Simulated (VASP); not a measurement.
**SiC: single point with PBE**

The system is SiC.

```
CELL_PARAMETERS angstrom
-0.47114 1.96578 1.96578
1.96578 -0.47114 1.96578
1.96578 1.96578 -0.47114
ATOMIC_POSITIONS crystal
Si 0.00000 0.00000 0.00000
C 0.75000 0.75000 0.75000
```

This cell differs from its parent crystal: ratio of the length along [111] to the lengths across it x 0.71, volume and fractional coordinates fixed.

```
Program             : VASP 6.6.1
Task                : single point
Functional          : PBE
Potentials or basis : VASP PAW PBE potentials, release 64 (Si, C)
Cutoff              : 520 eV
k mesh              : 12 × 12 × 12
Occupations         : gaussian, width 0.05 eV
Spin                : no spin polarisation
```

```yaml
Pressure: 48.6 GPa
Largest_force: 12.734 eV/Å
Band_gap_on_the_k_mesh: 0.15 eV, indirect (least direct gap 1.05 eV)
```

Forces on the atoms (eV/Å):
```
Si   7.352  7.352  7.352
C   -7.352 -7.352 -7.352
```

Stress tensor (GPa, compression positive):
```
48.62 82.69 82.69
82.69 48.62 82.69
82.69 82.69 48.62
```

Levels at points of the mesh, in eV from the valence-band top:
```
           k point  band 2  band 3  band 4  band 5  band 6  band 7
(0.00, 0.00, 0.00)   -0.57   -0.57   -0.26    3.23    5.28    5.28
(0.50, 0.00, 0.00)   -8.91   -0.39   -0.24    5.58    6.43    8.33
(0.50, 0.50, 0.00)   -7.47   -5.12   -0.89    0.15    6.59   10.73
(0.50, 0.50, 0.50)   -6.73   -3.14   -3.14    1.44    4.44    4.44
```

Wall time 23 s on 1 thread of Intel(R) Xeon(R) Platinum 8488C (Sapphire Rapids), with other jobs on the host, peak memory 0.16 GiB.

Caveat: forces of over 1 eV/Å act on the atoms, so gaps and moduli don't describe the material at rest. A k mesh can miss the band edges.
